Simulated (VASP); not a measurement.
# LuH2 (Fm-3m) in VASP: notebook, part 3 of 3

VASP 6.6.1. The steps go on from the part before.

## Step 5: Relaxation of cell and atoms, LDA

This run uses another cell than the first one, of 10.62 Å³/atom, 1.078 times its volume.

File INCAR:

```
  PREC = Accurate
  ENCUT = 600
  EDIFF = 1E-6
  ISMEAR = -1
  SIGMA = 0.1
  LREAL = False
  LASPH = True
  NELM = 80
  ALGO = Normal
  ISIF = 3
  LWAVE = False
  LCHARG = False
  GGA = CA
  IBRION = 2
  NSW = 80
  EDIFFG = -0.01
```

File KPOINTS:

```
regular mesh
0
Gamma
  7 7 7
```

File POSCAR:

```
LuH2
1.0
    0.0000000000      2.5165000000      2.5165000000
    2.5165000000      0.0000000000      2.5165000000
    2.5165000000      2.5165000000      0.0000000000
Lu H
1 2
Direct
    0.0000000000      0.0000000000      0.0000000000
    0.2500000000      0.2500000000      0.2500000000
    0.7500000000      0.7500000000      0.7500000000
```

Potentials or basis: VASP PAW PBE potentials, release 64 (Lu, H).

On the command line:

```sh
> cat potpaw_PBE.64/Lu/POTCAR potpaw_PBE.64/H/POTCAR > POTCAR
> mpirun -np 1 vasp_std > vasp.out
```

OUTCAR:

```text
PREC = Accurate
   ENCUT = 600
   EDIFF = 1E-6
   ISMEAR = -1
   LREAL = False
   LASPH = True
   NELM = 80
   ISIF = 3
   GGA = CA
   IBRION = 2
   NSW = 80
   EDIFFG = -0.01

 ion  position               nearest neighbor table
   1  0.000  0.000  0.000-   3 2.18   3 2.18   3 2.18   2 2.18   2 2.18   2 2.18   3 2.18   2 2.18

   2  0.250  0.250  0.250-   1 2.18   1 2.18   1 2.18   1 2.18
   3  0.750  0.750  0.750-   1 2.18   1 2.18   1 2.18   1 2.18

  LATTYP: Found a face centered cubic cell.
 ALAT       =     5.0330000000

  Lattice vectors:

 A1 = (   0.0000000000,   2.5165000000,   2.5165000000)
 A2 = (   2.5165000000,   0.0000000000,   2.5165000000)
 A3 = (   2.5165000000,   2.5165000000,   0.0000000000)

Analysis of symmetry for initial positions (statically):
=====================================================================
 Subroutine PRICEL returns:
 Original cell was already a primitive cell.

 Routine SETGRP: Setting up the symmetry group for a
 face centered cubic supercell.

 Subroutine GETGRP returns: Found 48 space group operations
 (whereof 48 operations were pure point group operations)
 out of a pool of 48 trial point group operations.

The static configuration has the point symmetry O_h .

Analysis of symmetry for dynamics (positions and initial velocities):
=====================================================================
 Subroutine PRICEL returns:
 Original cell was already a primitive cell.

 Routine SETGRP: Setting up the symmetry group for a
 face centered cubic supercell.

 Subroutine GETGRP returns: Found 48 space group operations
 (whereof 48 operations were pure point group operations)
 out of a pool of 48 trial point group operations.

The dynamic configuration has the point symmetry O_h .

 Subroutine INISYM returns: Found 48 space group operations
 (whereof 48 operations are pure point group operations),
 and found     1 'primitive' translations

----------------------------------------------------------------------------------------

                                     Primitive cell

  volume of cell :      31.8728

  direct lattice vectors                    reciprocal lattice vectors
     0.000000000  2.516500000  2.516500000    -0.198688655  0.198688655  0.198688655
     2.516500000  0.000000000  2.516500000     0.198688655 -0.198688655  0.198688655
     2.516500000  2.516500000  0.000000000     0.198688655  0.198688655 -0.198688655

  length of vectors
     3.558868430  3.558868430  3.558868430     0.344138845  0.344138845  0.344138845

  position of ions in fractional coordinates (direct lattice)
     0.000000000  0.000000000  0.000000000
     0.250000000  0.250000000  0.250000000
     0.750000000  0.750000000  0.750000000

  ion indices of the primitive-cell ions
   primitive index   ion index
                 1           1
                 2           2
                 3           3

----------------------------------------------------------------------------------------

 KPOINTS: regular mesh

Automatic generation of k-mesh.
 Grid dimensions read from file:
 generate k-points for:    7    7    7

 Generating k-lattice:

  Cartesian coordinates                     Fractional coordinates (reciprocal lattice)
    -0.028384094  0.028384094  0.028384094     0.142857143  0.000000000  0.000000000
     0.028384094 -0.028384094  0.028384094     0.000000000  0.142857143  0.000000000
     0.028384094  0.028384094 -0.028384094     0.000000000  0.000000000  0.142857143

  Length of vectors
     0.049162692  0.049162692  0.049162692

  Shift w.r.t. Gamma in fractional coordinates (k-lattice)
     0.000000000  0.000000000  0.000000000

 Subroutine IBZKPT returns following result:
 ===========================================

 Found     20 irreducible k-points:

 Following reciprocal coordinates:
            Coordinates               Weight
  0.000000  0.000000  0.000000      1.000000
  0.142857  0.000000  0.000000      8.000000
  0.285714  0.000000  0.000000      8.000000
  0.428571  0.000000  0.000000      8.000000
  0.142857  0.142857  0.000000      6.000000
  0.285714  0.142857  0.000000     24.000000
[... 12 lines left out ...]
 -0.428571  0.428571  0.142857     24.000000
 -0.285714  0.428571  0.142857     24.000000
   k-points           NKPTS =     20   k-points in BZ     NKDIM =     20   number of bands    NBANDS=     17
   number of dos      NEDOS =    301   number of ions     NIONS =      3
   total plane-waves  NPLWV =  21952
   dimension x,y,z NGX =    28 NGY =   28 NGZ =   28
   dimension x,y,z NGXF=    56 NGYF=   56 NGZF=   56
   ions per type =               1   2
   NGX,Y,Z   is equivalent  to a cutoff of  13.08, 13.08, 13.08 a.u.
   NGXF,Y,Z  is equivalent  to a cutoff of  26.16, 26.16, 26.16 a.u.
 SYSTEM =  unknown system
   PREC   = accura    normal or accurate (medium, high low for compatibility)
   ISTART =      0    job   : 0-new  1-cont  2-samecut
   ICHARG =      2    charge: 1-file 2-atom 10-const
   ISPIN  =      1    spin polarized calculation?
   LNONCOLLINEAR =      F non collinear calculations
   LSORBIT =      F    spin-orbit coupling
   LASPH  =      T    aspherical Exc in radial PAW
   ENCUT  =  600.0 eV  44.10 Ry    6.64 a.u.   7.11  7.11  7.11*2*pi/ulx,y,z
   NELM   =     80;   NELMIN=  2; NELMDL= -5     # of ELM steps
   EDIFF  = 0.1E-05   stopping-criterion for ELM
   LREAL  =      F    real-space projection
   EDIFFG = -.1E-01   stopping-criterion for IOM
   NSW    =     80    number of steps for IOM
   IBRION =      2    ionic relax: 0-MD 1-quasi-New 2-CG
   NFREE  =      1    steps in history (QN), initial steepest desc. (CG)
   ISIF   =      3    stress and relaxation
   ISYM   =      2    0-nonsym 1-usesym 2-fastsym
   POTIM  = 0.5000    time-step for ionic-motion
   TEBEG  =    0.0;   TEEND  =   0.0 temperature during run
   PSTRESS=    0.0 pullay stress
   NELECT =      27.0000    total number of electrons
   NUPDOWN=      -1.0000    fix difference up-down
   EMIN   =  10.00;   EMAX   =-10.00  energy-range for DOS
   EFERMI =   0.00;   METHOD = LEGACY
   ISMEAR =    -1;   SIGMA  =   0.10  broadening in eV -4-tet -1-fermi 0-gaus
   EFERMI_NEDOS =   21; number of points for ismear=-14 and -15
   IALGO  =     38    algorithm
   IMIX   =      4    mixing-type and parameters
     AMIX     =   0.40;   BMIX     =  1.00
     AMIX_MAG =   1.60;   BMIX_MAG =  1.00
  volume/ion in A,a.u.               =      10.62        71.70
  Fermi-wavevector in a.u.,A,eV,Ry     =   1.549016  2.927215 32.646494  2.399450
  Thomas-Fermi vector in A             =   2.653883
   LORBIT       =      0    0 simple, 1 ext, 2 COOP (PROOUT), +10 PAW based schemes
   GGA     = CA    functional components
   LHFCALC =     F    Hartree Fock is set to
   AEXX    =    0.0000 exact exchange contribution
   IVDW    =     0    specifies the selected vdW correction
   LEPSILON=     F    determine dielectric tensor
   LRPA    =     F    only Hartree local field effects (RPA)
 conjugate gradient relaxation of ions
 non-spin polarized calculation
  energy-cutoff  :      600.00
  volume of cell :       31.87
 maximum number of plane-waves:      1073
   NGX = 15   NGY = 15   NGZ = 15

--------------------------------------- Ionic step        1  -------------------------------------------

 number of electron      27.0000002 magnetization

 Free energy of the ion-electron system (eV)
  ---------------------------------------------------
  ext. energy  EPLUGINS =         0.00000000
  ---------------------------------------------------
  free energy    TOTEN  =       -14.04788722 eV

  energy without entropy =      -14.03763190  energy(sigma->0) =      -14.04275956

 E-fermi :   2.3401     XC(G=0): -11.3863

 val. band max:        2.1205834592   @ k =  -0.2857   0.2857   0.0000
 cond. band min:       2.7127295836   @ k =   0.4286   0.2857   0.1429
 fundamental gap:      0.5921461244
 Fermi energy:         2.3401352432

 k-point     1 :       0.0000    0.0000    0.0000
  band No.  band energies     occupation
      1     -53.4980      2.00000
      2     -24.2055      2.00000
      3     -24.2055      2.00000
      4     -24.2055      2.00000
      5      -6.8487      2.00000
      6      -2.9130      2.00000
[... 9 lines left out ...]
     16       3.6660      0.00000
     17       6.4603      0.00000
[... 449 lines left out ...]
  energy  without entropy=      -14.0800692110  energy(sigma->0) =      -14.08480922

--------------------------------------- Ionic step        3  -------------------------------------------

 number of electron      26.9999998 magnetization

 Free energy of the ion-electron system (eV)
  ---------------------------------------------------
  ext. energy  EPLUGINS =         0.00000000
  ---------------------------------------------------
  free energy    TOTEN  =       -14.08999322 eV

  energy without entropy =      -14.08061183  energy(sigma->0) =      -14.08530252

 E-fermi :   2.5647     XC(G=0): -11.7278

 val. band max:        2.4347183350   @ k =   0.0000   0.0000   0.0000
 cond. band min:       2.9557856716   @ k =   0.4286   0.2857   0.1429
 fundamental gap:      0.5210673366
 Fermi energy:         2.5646891122

 k-point     1 :       0.0000    0.0000    0.0000
  band No.  band energies     occupation
      1     -53.0386      2.00000
      2     -23.7202      2.00000
      3     -23.7202      2.00000
      4     -23.7202      2.00000
      5      -6.8621      2.00000
      6      -2.5514      2.00000
[... 9 lines left out ...]
     16       3.9751      0.00000
     17       6.9885      0.00000
[... 408 lines left out ...]
  FREE ENERGIE OF THE ION-ELECTRON SYSTEM (eV)
  ---------------------------------------------------
  free  energy   TOTEN  =       -14.0899932177 eV

  energy  without entropy=      -14.0806118285  energy(sigma->0) =      -14.08530252

 reached required accuracy - stopping structural energy minimisation
```

CONTCAR:

```text
LuH2
   1.00000000000000
     0.0000000000000000    2.4600581753098898    2.4600581753098898
     2.4600581753098898    0.0000000000000000    2.4600581753098898
     2.4600581753098898    2.4600581753098898   -0.0000000000000000
  Lu              H
     1     2
Direct
     0.0000000000000000    0.0000000000000000    0.0000000000000000
     0.2500000000000000    0.2500000000000000    0.2500000000000000
     0.7500000000000000    0.7500000000000000    0.7500000000000000

  0.00000000E+00  0.00000000E+00  0.00000000E+00
  0.00000000E+00  0.00000000E+00  0.00000000E+00
  0.00000000E+00  0.00000000E+00  0.00000000E+00
```

Wall time 41 s (1 thread of Intel Xeon Platinum 8488C (Sapphire Rapids), shared host); peak memory 0.16 GiB.

What came out:

| Property | Result |
| --- | --- |
| Free energy | -14.0900 eV |
| Relaxed volume | 9.93 Å³/atom |
| Relaxed cell | a = 3.479 Å, b = 3.479 Å, c = 3.479 Å, α = 60.00°, β = 60.00°, γ = 60.00° |
| Space group after relaxing (to 0.05 Å) | Fm-3m (No. 225) |
| Energy gained by relaxing | 14.0 meV/atom |
| Ionic steps | 3 |
| Pressure after relaxing | 0.2 GPa |

The path:
```tsv
step	energy change (eV)	largest force (eV/Å)	pressure (GPa)	volume (Å³)
1	0.0000	0.0000	-6.23	31.87
2	-0.0417	0.0000	-0.76	30.01
3	-0.0421	0.0000	0.15	29.78
```

Final structure:
```xyz
3
Lattice="0.0000 2.4601 2.4601 2.4601 0.0000 2.4601 2.4601 2.4601 0.0000" Properties=species:S:1:pos:R:3 pbc="T T T"
Lu    0.0000    0.0000    0.0000
H     1.2300    1.2300    1.2300
H     3.6901    3.6901    3.6901
```

Caveat: the PAW data sets were made with another functional, which shifts forces and pressure a little; spin-orbit coupling is left out, which moves the levels of the heavy elements.

## Step 6: The runs side by side

| task | level | cell | cutoff (eV) | gap on the mesh (eV) | pressure (GPa) |
| --- | --- | --- | --- | --- | --- |
| single point | LDA | a = 3.471 Å, angles 60.0°, 3 atoms | 520 | none | 0.6 |
| single point | PBEsol | a = 3.506 Å, angles 60.0°, 3 atoms | 520 | none | 0.2 |
| single point | BLYP+D3(BJ) | a = 3.494 Å, angles 60.0°, 3 atoms | 520 | none | 0.5 |
| relaxation of cell and atoms | LDA | relaxed from a = 3.559 Å, angles 60.0°, 3 atoms | 600 | none | 0.2 |

Alike in all rows: potentials or basis VASP PAW PBE potentials, release 64 (Lu, H); no spin polarisation; k mesh 7 × 7 × 7; smearing fermi-dirac 0.1 eV.

Caveats: the PAW data sets were made with another functional, which shifts forces and pressure a little; spin-orbit coupling is left out, which moves the levels of the heavy elements; pairwise dispersion overbinds metals, which lowers pressure and volume (some runs).

Total energies depend on the potentials used, so only differences within one code and one set of settings carry meaning.
